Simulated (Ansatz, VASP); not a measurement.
# HfB2 in VASP and in Ansatz

```xyz
3
Lattice="3.1327 0.0000 0.0000 -1.5663 2.7130 0.0000 0.0000 0.0000 3.4792" Properties=species:S:1:pos:R:3 pbc="T T T"
Hf    0.0000    0.0000    0.0000
B     0.0000    1.8087    1.7396
B     1.5663    0.9043    1.7396
```

Alike in both runs: task single point; functional PBE; k mesh 6 × 6 × 6; occupations gaussian, width 0.1 eV; no spin polarisation.

|  | VASP | Ansatz |
| --- | --- | --- |
| version | VASP 6.6.1 | Ansatz 0.2.0 |
| potentials or method | VASP PAW PBE potentials, release 64 (Hf_pv, B), cutoff 520 eV | scalar-relativistic, plane waves, PAW |
| valence electrons in the cell | 16 | 32 |

|  | VASP | Ansatz | Ansatz less VASP |
| --- | --- | --- | --- |
| gap on the k mesh at the Fermi level (eV) | none | none | - |
| pressure (GPa) | 2.5 | 2.9 | +0.36 |
| traceless stress, the component that is largest in VASP (GPa) | -2.01 | -2.19 | -0.179 |

A gap of «none» marks a metal or a gap that the smearing closes. VASP's potentials hold 16 valence electrons a cell and Ansatz's 32, so a difference there can come from the potentials and not from the codes.

The k mesh is coarse, so the values compare programs but aren't converged. Spin-orbit coupling is off throughout.
